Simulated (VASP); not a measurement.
Set up this calculation in VASP 6.6.1, as the native input.

| Quantity | Value |
| --- | --- |
| Task | single point |
| Functional | PBE |
| Potentials or basis | VASP PAW PBE potentials, release 64 (Ga_d, As, In_d) |
| Cutoff | 520 eV |
| k mesh | 4 × 4 × 4 |
| Occupations | fermi-dirac, width 0.02 eV |
| Spin | no spin polarisation |
| Dipole correction | no |
| Further INCAR settings | ALGO = Normal; EDIFF = 1e-06; NBANDS = 46 |

The structure of InGa3As4 lies in POSCAR:

```
InGa3As4
1.0
    5.8604805391      0.0000000000      0.0000000000
    0.0000000000      5.8604805391      0.0000000000
    0.0000000000      0.0000000000      5.8604805391
Ga As In
3 4 1
Direct
    0.5000000000      0.0000000000      0.0000000000
    0.0000000000      0.5000000000      0.0000000000
    0.0000000000      0.0000000000      0.5000000000
    0.7592929065      0.2407070935      0.2407070935
    0.2407070935      0.7592929065      0.2407070935
    0.2407070935      0.2407070935      0.7592929065
    0.7592929065      0.7592929065      0.7592929065
    0.5000000000      0.5000000000      0.5000000000
```

These files were run (other wordings do the same):

INCAR

```
SYSTEM = InGa3As4
PREC = Accurate ; ENCUT = 520
EDIFF = 1E-6 ; ISMEAR = -1
SIGMA = 0.02 ; LREAL = .False.
LASPH = .True. ; NELM = 80
ALGO = Normal ; ISIF = 2
LWAVE = .False. ; LCHARG = .False.
GGA = PE ; NBANDS = 46
```

KPOINTS

```
Automatic mesh
0
Gamma
  4 4 4
  0 0 0
```

Potentials or basis: VASP PAW PBE potentials, release 64 (Ga_d, As, In_d).

Launch:

```bash
$ cat potpaw_PBE.64/Ga_d/POTCAR potpaw_PBE.64/As/POTCAR potpaw_PBE.64/In_d/POTCAR > POTCAR
$ mpirun -np 1 vasp_std > vasp.out
```

Results of the run:

```yaml
Pressure: 0.2 GPa
Largest_force: 0.005 eV/Å
Band_gap_on_the_k_mesh: zero (filled and empty bands touch)
```

Caveat: semilocal functionals underestimate gaps, so a narrow gap can read as zero; spin-orbit coupling is left out, which moves the levels of the heavy elements.

Run time: 95 s on 1 thread of AMD EPYC 7R13 Processor (Zen 3), with other jobs on the host, peak memory 0.34 GiB.
